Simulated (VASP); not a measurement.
# Se (Fd-3m) in VASP: further runs

Se is run at these levels: PBE; tasks: single point.

All numbers are computed with VASP 6.6.1; they aren't measurements. Logs are shortened: lines on timing, memory, paths and dates and some standing lists are left out, and cuts for length are marked.

## Step 1: The cell of the first run

It takes space group Fd-3m (No. 227, cubic). The conventional cell has a = 5.878 Å, b = 5.878 Å, c = 5.878 Å, α = 90.00°, β = 90.00°, γ = 90.00°. Se (site symmetry -43m) has 4 Se at 2.55 Å within 3.4 Å.

This isn't the form of Se at room conditions, which is trigonal, of chains.

## Step 2: Single point, PBE (25.38 Å³/atom)

INCAR

```
SYSTEM = Se
PREC = Accurate ; ENCUT = 520
EDIFF = 1E-6 ; ISMEAR = -1
SIGMA = 0.1 ; LREAL = .False.
LASPH = .True. ; NELM = 100
ALGO = Normal ; ISIF = 2
LWAVE = .False. ; LCHARG = .False.
GGA = PE ; NBANDS = 13
```

KPOINTS

```
Automatic mesh
0
Gamma
  11 11 11
  0 0 0
```

POSCAR

```
Se
1.0
    0.0000000000      2.9387735327      2.9387735327
    2.9387735327      0.0000000000      2.9387735327
    2.9387735327      2.9387735327      0.0000000000
Se
2
Direct
   -0.1250000000     -0.1250000000     -0.1250000000
    0.1250000000      0.1250000000      0.1250000000
```

Potentials or basis: VASP PAW PBE potentials, release 64 (Se).

Command:

```
> cat potpaw_PBE.64/Se/POTCAR > POTCAR
> mpirun -np 1 vasp_std > vasp.out
```

OUTCAR:

```text
SYSTEM = Se
   PREC = Accurate
   ENCUT = 520
   EDIFF = 1E-6
   ISMEAR = -1
   LREAL = .False.
   LASPH = .True.
   NELM = 100
   ISIF = 2
   GGA = PE

 ion  position               nearest neighbor table
   1  0.875  0.875  0.875-   2 2.55   2 2.55   2 2.55   2 2.55
   2  0.125  0.125  0.125-   1 2.55   1 2.55   1 2.55   1 2.55

  LATTYP: Found a face centered cubic cell.
 ALAT       =     5.8775470654

  Lattice vectors:

 A1 = (   0.0000000000,   2.9387735327,   2.9387735327)
 A2 = (   2.9387735327,   0.0000000000,   2.9387735327)
 A3 = (   2.9387735327,   2.9387735327,   0.0000000000)

Analysis of symmetry for initial positions (statically):
=====================================================================
 Subroutine PRICEL returns:
 Original cell was already a primitive cell.

 Routine SETGRP: Setting up the symmetry group for a
 face centered cubic supercell.

 Subroutine GETGRP returns: Found 48 space group operations
 (whereof 12 operations were pure point group operations)
 out of a pool of 48 trial point group operations.

The static configuration has the point symmetry D_3d.
 The point group associated with its full space group is O_h .

Analysis of symmetry for dynamics (positions and initial velocities):
=====================================================================
 Subroutine PRICEL returns:
 Original cell was already a primitive cell.

 Routine SETGRP: Setting up the symmetry group for a
 face centered cubic supercell.

 Subroutine GETGRP returns: Found 48 space group operations
 (whereof 12 operations were pure point group operations)
 out of a pool of 48 trial point group operations.

The dynamic configuration has the point symmetry D_3d.
 The point group associated with its full space group is O_h .

 Subroutine INISYM returns: Found 48 space group operations
 (whereof 12 operations are pure point group operations),
 and found     1 'primitive' translations

----------------------------------------------------------------------------------------

                                     Primitive cell

  volume of cell :      50.7608

  direct lattice vectors                    reciprocal lattice vectors
     0.000000000  2.938773533  2.938773533    -0.170139003  0.170139003  0.170139003
     2.938773533  0.000000000  2.938773533     0.170139003 -0.170139003  0.170139003
     2.938773533  2.938773533  0.000000000     0.170139003  0.170139003 -0.170139003

  length of vectors
[... 91 lines left out ...]
   TEBEG  =    0.0;   TEEND  =   0.0 temperature during run
   PSTRESS=    0.0 pullay stress
   NELECT =      12.0000    total number of electrons
   NUPDOWN=      -1.0000    fix difference up-down
   EMIN   =  10.00;   EMAX   =-10.00  energy-range for DOS
   EFERMI =   0.00;   METHOD = LEGACY
   ISMEAR =    -1;   SIGMA  =   0.10  broadening in eV -4-tet -1-fermi 0-gaus
   EFERMI_NEDOS =   21; number of points for ismear=-14 and -15
   IALGO  =     38    algorithm
   IMIX   =      4    mixing-type and parameters
     AMIX     =   0.40;   BMIX     =  1.00
     AMIX_MAG =   1.60;   BMIX_MAG =  1.00
  volume/ion in A,a.u.               =      25.38       171.28
  Fermi-wavevector in a.u.,A,eV,Ry     =   1.012261  1.912896 13.941511  1.024672
  Thomas-Fermi vector in A             =   2.145360
   LORBIT       =      0    0 simple, 1 ext, 2 COOP (PROOUT), +10 PAW based schemes
   GGA     = PE    functional components
   LHFCALC =     F    Hartree Fock is set to
   AEXX    =    0.0000 exact exchange contribution
   IVDW    =     0    specifies the selected vdW correction
   LEPSILON=     F    determine dielectric tensor
   LRPA    =     F    only Hartree local field effects (RPA)
 non-spin polarized calculation
  energy-cutoff  :      520.00
  volume of cell :       50.76
 maximum number of plane-waves:      1387
   NGX = 15   NGY = 15   NGZ = 15

 number of electron      11.9999998 magnetization

 Free energy of the ion-electron system (eV)
  ---------------------------------------------------
  ext. energy  EPLUGINS =         0.00000000
  ---------------------------------------------------
  free energy    TOTEN  =        -5.57054760 eV

  energy without entropy =       -5.51767850  energy(sigma->0) =       -5.54411305

 E-fermi :   4.1341     XC(G=0):  -9.1276

 val. band max:        4.1087323608   @ k =  -0.4545   0.1818   0.0000
 cond. band min:       4.1448106235   @ k =  -0.2727   0.3636   0.0909
 fundamental gap:      0.0360782627
 Fermi energy:         4.1341314578

 k-point     1 :       0.0000    0.0000    0.0000
  band No.  band energies     occupation
      1     -12.7838      2.00000
      2      -5.3648      2.00000
      3      -0.0995      2.00000
      4      -0.0995      2.00000
      5      -0.0995      2.00000
      6       3.0149      1.99997
      7       3.0149      1.99997
      8       3.0149      1.99997
      9       8.4613      0.00000
     10      11.5178      0.00000
     11      11.5178      0.00000
     12      13.7524      0.00000
     13      13.7524      0.00000
[... 354 lines left out ...]
  band No.  band energies     occupation
      1     -12.0588      2.00000
      2      -7.3395      2.00000
      3      -1.6696      2.00000
      4      -0.6278      2.00000
      5       0.6565      2.00000
      6       3.8127      1.92274
      7       3.8993      1.82564
      8       4.9599      0.00052
      9      10.0805      0.00000
     10      10.6817      0.00000
     11      11.2165      0.00000
     12      14.4186      0.00000
     13      15.3827      0.00000

 [... further k-points ...]

------------------------ aborting loop because EDIFF is reached ----------------------------------------

  FORCE on cell =-STRESS in cart. coord.  units (eV):
  Direction    XX          YY          ZZ          XY          YZ          ZX
  --------------------------------------------------------------------------------------
  -------------------------------------------------------------------------------------
  Total        4.3396012      4.3396012      4.3396012     -0.0000000      0.0000000      0.0000000
  in kB      136.9720782    136.9720782    136.9720782     -0.0000000      0.0000000      0.0000000
  external PRESSURE =     136.9720782 kB  Pullay stress =       0.0000000 kB

 VOLUME and BASIS-vectors are now :
 -----------------------------------------------------------------------------
  energy-cutoff  :      520.00
  volume of cell :       50.76
      direct lattice vectors                 reciprocal lattice vectors
     0.000000000  2.938773533  2.938773533    -0.170139003  0.170139003  0.170139003
     2.938773533  0.000000000  2.938773533     0.170139003 -0.170139003  0.170139003
     2.938773533  2.938773533  0.000000000     0.170139003  0.170139003 -0.170139003

 POSITION                                       TOTAL-FORCE (eV/Angst)
 -----------------------------------------------------------------------------------
      5.14285      5.14285      5.14285        -0.000000     -0.000000      0.000000
      0.73469      0.73469      0.73469         0.000000      0.000000     -0.000000
 -----------------------------------------------------------------------------------
    total drift:                                0.000000      0.000000     -0.000000

  FREE ENERGIE OF THE ION-ELECTRON SYSTEM (eV)
  ---------------------------------------------------
  free  energy   TOTEN  =        -5.5705475988 eV

  energy  without entropy=       -5.5176784957  energy(sigma->0) =       -5.54411305
```

It took 26 s on 1 thread of AMD EPYC 7R13 (Zen 3), shared host; peak memory 0.15 GiB.

What came out:

| Quantity | Value |
| --- | --- |
| Free energy | -5.5705 eV |
| Pressure | 13.7 GPa |
| Band gap on the k mesh | zero (bands 6 and 7 overlap by 1.48 eV) |

Caveat: the cell stands under pressure.

## Step 3: Single point, PBE (28.55 Å³/atom)

This run uses another cell than the first one, of 28.55 Å³/atom.

INCAR

```
SYSTEM = Se
ALGO = Normal ; EDIFF = 1E-7
ENCUT = 520 ; GGA = PE
ISIF = 2 ; ISMEAR = -1
LASPH = .True. ; LCHARG = .True.
LELF = .True. ; LREAL = .False.
LVHAR = .True. ; LWAVE = .False.
NBANDS = 13 ; NELM = 60
PREC = Accurate ; SIGMA = 0.1
```

KPOINTS

```
k-points
0
Gamma
  11 11 11
  0 0 0
```

POSCAR

```
Se
1.0
    0.0000000000      3.0564476425      3.0564476425
    3.0564476425      0.0000000000      3.0564476425
    3.0564476425      3.0564476425      0.0000000000
Se
2
Direct
   -0.1250000000     -0.1250000000     -0.1250000000
    0.1250000000      0.1250000000      0.1250000000
```

Potentials or basis: VASP PAW PBE potentials, release 64 (Se).

Command:

```
> cat potpaw_PBE.64/Se/POTCAR > POTCAR
> mpirun -np 1 vasp_std > vasp.out
```

It took 30 s on 1 thread of AMD EPYC 7R13 (Zen 3), shared host; peak memory 0.16 GiB.

Results (log left out):

| Item | Value |
| --- | --- |
| Free energy | -5.9287 eV |
| Pressure | 5.1 GPa |
| Band gap on the k mesh | zero (bands 6 and 7 overlap by 1.17 eV) |

Levels at points of the mesh, in eV from the Fermi level:
| k point | band 2 | band 3 | band 4 | band 5 | band 6 | band 7 | band 8 | band 9 | band 10 | band 11 |
| --- | --- | --- | --- | --- | --- | --- | --- | --- | --- | --- |
| (0.00, 0.00, 0.00) | -9.95 | -3.78 | -3.78 | -3.78 | -0.91 | -0.91 | -0.91 | 4.37 | 7.54 | 7.54 |

Caveat: the cell stands under pressure.
